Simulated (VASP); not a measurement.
Wanted: the native input for a VASP 6.6.1 run.

```
Task                   : electric field gradients
Functional             : PBE
Potentials or basis    : VASP PAW PBE potentials, release 64 (Gd)
Cutoff                 : 520 eV
k mesh                 : 14 × 14 × 8
Occupations            : fermi-dirac, width 0.05 eV
Spin                   : collinear spin, ferromagnetic start
Starting moments       : [7.0, 7.0] μB
Dipole correction      : no
Further INCAR settings : ALGO = Normal; EDIFF = 1e-08; NBANDS = 29
```

The structure of Gd lies in POSCAR:

```
Gd
1.0
    3.5949754986      0.0000000000      0.0000000000
   -1.7974877493      3.1133401078      0.0000000000
    0.0000000000      0.0000000000      6.0116889583
Gd
2
Direct
    0.3333333333      0.6666666667      0.2500000000
    0.6666666667      0.3333333333      0.7500000000
```

This cell differs from its parent crystal: z stretched by +3 % at fixed volume.

These files were run (other wordings do the same):

INCAR

```
  PREC = Accurate
  ENCUT = 520
  EDIFF = 1E-8
  ISMEAR = -1
  SIGMA = 0.05
  LREAL = False
  LASPH = True
  NELM = 150
  ALGO = Normal
  ISIF = 2
  LWAVE = False
  LCHARG = False
  ISPIN = 2
  MAGMOM = 7 7
  LORBIT = 11
  LMAXMIX = 6
  GGA = PE
  LEFG = True
  NBANDS = 29
```

KPOINTS

```
regular mesh
0
Gamma
  14 14 8
```

Potentials or basis: VASP PAW PBE potentials, release 64 (Gd).

Run with:

```console
$ cat potpaw_PBE.64/Gd/POTCAR > POTCAR
$ mpirun -np 1 vasp_std > vasp.out
```

Results of the run:

```yaml
Pressure: 0.0 GPa
Net_moment: 15.36 μB per cell
Site_moments: Gd +7.01 μB
Largest_electric_field_gradient_by_atom: Gd +5.3 V/Å²
Valence_electrons_inside_the_program's_atomic_spheres: Gd 15.19
```

Caveat: without QUAD_EFG the Cq values of the log hold for a quadrupole moment of 1 mb, not for the nuclei.

It took 33 min on 1 thread of Oxide Virtual Turin-like Processor, on a shared host, peak memory 0.46 GiB.
